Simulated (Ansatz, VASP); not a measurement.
Two plane-wave programs on Mg

```xyz
8
Lattice="5.0316 0.0000 0.0000 -2.5158 4.3575 0.0000 0.0000 0.0000 11.7301" Properties=species:S:1:pos:R:3 pbc="T T T"
Mg    0.0000    0.0000    1.4612
Mg    0.0000    0.0000    7.3262
Mg    0.0000    0.0000    4.4039
Mg    0.0000    0.0000   10.2690
Mg    0.0000    2.9050    0.0156
Mg    2.5158    1.4525    5.8807
Mg    0.0000    2.9050    5.8495
Mg    2.5158    1.4525   11.7145
```

Alike in both runs: functional PBE; k mesh 6 × 6 × 2; occupations gaussian, width 0.1 eV; no spin polarisation.

Ansatz relaxed the structure, and its values are those at the end. VASP's run is a single point on that final structure, the one shown.

|  | VASP | Ansatz |
| --- | --- | --- |
| version | VASP 6.6.1 | Ansatz 0.2.0 |
| potentials or method | VASP PAW PBE potentials, release 64 (Mg), cutoff 520 eV | scalar-relativistic, plane waves, PAW |
| valence electrons in the cell | 16 | 80 |

|  | VASP | Ansatz | Ansatz less VASP |
| --- | --- | --- | --- |
| gap on the k mesh at the Fermi level (eV) | none | none | - |
| pressure (GPa) | -0.1 | -0.1 | +0.06 |
| rms of the force components (eV/Å) | 0.017 | 0.014 | -0.0028 |

A gap of «none» marks a metal or a gap that the smearing closes. VASP's potentials hold 16 valence electrons a cell and Ansatz's 80, so a difference there can come from the potentials and not from the codes.
